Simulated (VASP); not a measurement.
Here is a VASP 6.6.1 calculation.

The input INCAR:

```
PREC = Accurate ; ENCUT = 600
EDIFF = 1E-7 ; ISMEAR = 0
SIGMA = 0.1 ; LREAL = False
LASPH = True ; NELM = 80
ALGO = Normal ; ISIF = 3
LWAVE = False ; LCHARG = False
GGA = PE ; IVDW = 12
IBRION = 2 ; NSW = 70
EDIFFG = -0.005
```

File KPOINTS:

```
regular mesh
0
Gamma
  9 9 6
```

Contents of POSCAR:

```
NbSi2
1.0
    4.8123187358      0.0000000000      0.0000000000
   -2.4061593679      4.1675902763      0.0000000000
    0.0000000000      0.0000000000      6.6149590918
Nb Si
3 6
Direct
    0.5000000000      0.0000000000      0.5000000000
    0.5000000000      0.5000000000      0.8333333333
    0.0000000000      0.5000000000      0.1666666667
    0.1591986673      0.3183973345      0.5000000000
    0.8408013327      0.1591986673      0.8333333333
    0.6816026655      0.8408013327      0.1666666667
    0.8408013327      0.6816026655      0.5000000000
    0.1591986673      0.8408013327      0.8333333333
    0.3183973345      0.1591986673      0.1666666667
```

Potentials or basis: VASP PAW PBE potentials, release 64 (Nb_sv, Si).

The run is started by

```bash
$ cat potpaw_PBE.64/Nb_sv/POTCAR potpaw_PBE.64/Si/POTCAR > POTCAR
$ mpirun -np 1 vasp_std > vasp.out
```

Task: Estimate the relaxed cell.

Result: a = 4.747 Å, b = 4.747 Å, c = 6.548 Å, α = 90.00°, β = 90.00°, γ = 120.00°.

Task: Estimate the band gap on the k mesh.

Result: Zero (an odd number of electrons rules out a gap without spin polarisation).

Final structure:
```
Nb Si
1.0
     4.74688    0.00000    0.00000
    -2.37344    4.11091    0.00000
     0.00000    0.00000    6.54755
Nb Si
3 6
Direct
  0.50000 0.00000 0.50000
  0.50000 0.50000 0.83333
  0.00000 0.50000 0.16667
  0.15936 0.31871 0.50000
  0.84064 0.15936 0.83333
  0.68129 0.84064 0.16667
  0.84064 0.68129 0.50000
  0.15936 0.84064 0.83333
  0.31871 0.15936 0.16667
```
